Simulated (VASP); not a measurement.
Write the native input for VASP 6.6.1 that does the following.

| Property | Result |
| --- | --- |
| Task | single point |
| Functional | PBE |
| Dispersion | D3(BJ) |
| Potentials or basis | VASP PAW PBE potentials, release 64 (Se, W_sv) |
| Cutoff | 520 eV |
| k mesh | 9 × 9 × 1 |
| Occupations | gaussian, width 0.05 eV |
| Spin | no spin polarisation |
| Dipole correction | yes |
| Further INCAR settings | ALGO = Normal; EDIFF = 1e-07; NBANDS = 35 |

The structure of WSe2 lies in POSCAR:

```
WSe2
1.0
    3.2854929596      0.0000000000      0.0000000000
   -1.6427464798      2.8453203669      0.0000000000
    0.0000000000      0.0000000000     24.2386467078
Se W
4 2
Direct
    0.3333333333      0.6666666667      0.1856539292
    0.3333333333      0.6666666667      0.3246601780
    0.3333333333      1.0000000000      0.4777215285
    0.3333333333      1.0000000000      0.6167277773
    0.6666666667      0.3333333333      0.2551570536
    0.6666666667      0.6666666667      0.5472246529
```

The input as run:

INCAR

```
PREC = Accurate ; ENCUT = 520
EDIFF = 1E-7 ; ISMEAR = 0
SIGMA = 0.05 ; LREAL = F
LASPH = T ; NELM = 80
ALGO = Normal ; ISIF = 2
LWAVE = F ; LCHARG = T
LDIPOL = T ; IDIPOL = 3
DIPOL = 0.5 0.5 0.401 ; GGA = PE
IVDW = 12 ; LELF = T
LVHAR = T ; LVACPOTAV = T
NBANDS = 35
```

KPOINTS

```
regular mesh
0
Gamma
  9 9 1
```

Potentials or basis: VASP PAW PBE potentials, release 64 (Se, W_sv).

The run is started by

```sh
$ cat potpaw_PBE.64/Se/POTCAR potpaw_PBE.64/W_sv/POTCAR > POTCAR
$ mpirun -np 1 vasp_std > vasp.out
```

Results of the run:

| Property | Result |
| --- | --- |
| Largest force | 0.113 eV/Å |
| Band gap on the k mesh | 1.57 eV, indirect (least direct gap 1.66 eV) |
| Dispersion energy per atom | -0.381 eV |

Caveat: spin-orbit coupling is left out, which moves the levels of the heavy elements.

Wall time 120 s on 1 thread of Intel(R) Xeon(R) 6975P-C (Granite Rapids), with other jobs on the host, peak memory 0.41 GiB.
